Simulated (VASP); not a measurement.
Runs of VASP 6.6.1 on KF. The structure is that of space group Fm-3m (No. 225), or close to it. The cells are those of the table. 

```csv
level,cell,gap on the mesh (eV),pressure (GPa)
r2SCAN+D4,"a = 3.727 Å, angles 60.0°, 2 atoms",(b),0.8
PBE+D4,"a = 3.783 Å, angles 60.0°, 2 atoms",6.15,0.7
revPBE,"a = 3.781 Å, angles 60.0°, 2 atoms",6.46,3.5
PBEsol+D3(BJ),"a = 3.696 Å, angles 60.0°, 2 atoms",6.37,0.2
PBEsol+D3(BJ),"a = 3.671 Å, angles 60.0°, 2 atoms",(a),(c)
PBEsol+D3(BJ),"a = 3.745 Å, angles 60.0°, 2 atoms",6.17,-1.2
PBE+D4,"a = 3.781 Å, angles 60.0°, 2 atoms",6.16,0.7
PBEsol+D3(BJ),"a = 3.781 Å, angles 60.0°, 2 atoms",6.02,-2.1
```

Alike in all rows: task single point; potentials or basis VASP PAW PBE potentials, release 64 (K_sv, F); no spin polarisation; k mesh 8 × 8 × 8; cutoff (eV) 520; smearing gaussian 0.05 eV.

Problem. Estimate the missing entries.

Solution. (a) 6.48; (b) 7.06; (c) 1.0.

Caveats: the PAW data sets were made with another functional, which shifts forces and pressure a little (some runs).

A k mesh can miss the band edges.
